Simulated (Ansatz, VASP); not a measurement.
**Two plane-wave programs on AlN**

Contents of INCAR:

```
ALGO = Normal
EDIFF = 1E-6
ENCUT = 520
GGA = PS
ISIF = 2
ISMEAR = 0
LASPH = T
LCHARG = F
LREAL = F
LWAVE = F
NBANDS = 16
NELM = 100
PREC = Accurate
SIGMA = 0.05
```

KPOINTS

```
k-points
0
Gamma
  12 12 6
```

Contents of POSCAR:

```
AlN
1.0
    3.4054634934      0.0000000000      0.0000000000
   -1.7027317467      2.9492178970      0.0000000000
    0.0000000000      0.0000000000      3.9611373852
Al N
2 2
Direct
    0.3333333333      0.6666666667      0.7500000000
    0.6666666667      0.3333333333      0.2500000000
    0.3333333333      0.6666666667      0.2500000000
    0.6666666667      0.3333333333      0.7500000000
```

Input for Ansatz:

```yaml
crystal:
  lattice:
    - [3.4054634934, 0.0, 0.0]
    - [-1.7027317467, 2.949217897, 0.0]
    - [0.0, 0.0, 3.9611373852]
  atoms:
    - { symbol: Al, position: [0.3333333333, 0.6666666667, 0.75] }
    - { symbol: Al, position: [0.6666666667, 0.3333333333, 0.25] }
    - { symbol: "N", position: [0.3333333333, 0.6666666667, 0.25] }
    - { symbol: "N", position: [0.6666666667, 0.3333333333, 0.75] }
basis:
  ecutwfc: 420
kpoints:
  mp_grid: { grid: [12, 12, 6] }
hamiltonian:
  xc: pbesol
scf:
  occupations: { method: gaussian, width: 0.05 }
output:
  forces: true
  stress: true
  eigenvalues: true
```

Alike in both runs: task single point; functional PBEsol; k mesh 12 × 12 × 6; occupations gaussian, width 0.05 eV; no spin polarisation.

```csv
,VASP,Ansatz
version,VASP 6.6.1,Ansatz 0.2.0
potentials or method,"VASP PAW PBE potentials, release 64 (Al, N), cutoff 520 eV","scalar-relativistic, plane waves, PAW"
valence electrons in the cell,16,16
```

```tsv
	VASP	Ansatz	Ansatz less VASP
gap on the k mesh at the Fermi level (eV)	3.43	3.42	-0.010
least direct gap on the mesh (eV)	3.43	3.42	-0.010
pressure (GPa)	-3.3	-3.2	+0.08
traceless stress, the component that is largest in VASP (GPa)	10.71	10.64	-0.065
```

VASP's potentials were made for PBE, not for PBEsol.
